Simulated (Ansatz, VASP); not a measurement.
## One calculation of AgI, two programs

```
Ag I
1.0
     0.00000    3.28863    3.28863
     3.28863    0.00000    3.28863
     3.28863    3.28863    0.00000
Ag I
1 1
Cartesian
  0.0000 0.0000 0.0000
  1.6443 1.6443 1.6443
```

Alike in both runs: task single point; functional LDA; k mesh 6 × 6 × 6; no spin polarisation.

```csv
,VASP,Ansatz
version,VASP 6.6.1,Ansatz 0.2.0
potentials or method,"VASP PAW LDA potentials, release 64 (Ag, I)","plane waves, PAW"
plane-wave cutoff (eV),500,420
occupations,"gaussian, width 0.01 eV",fixed
valence electrons in the cell,18,36
```

|  | VASP | Ansatz | Ansatz less VASP |
| --- | --- | --- | --- |
| gap on the k mesh at the Fermi level (eV) | 1.09 | 1.06 | -0.033 |
| pressure (GPa) | -3.3 | -3.3 | -0.02 |

LDA's correlation is that of Perdew and Zunger in VASP and of Perdew and Wang (1992) in Ansatz. VASP's potentials hold 18 valence electrons a cell and Ansatz's 36, so a difference there can come from the potentials and not from the codes.

Spin-orbit coupling is off throughout.
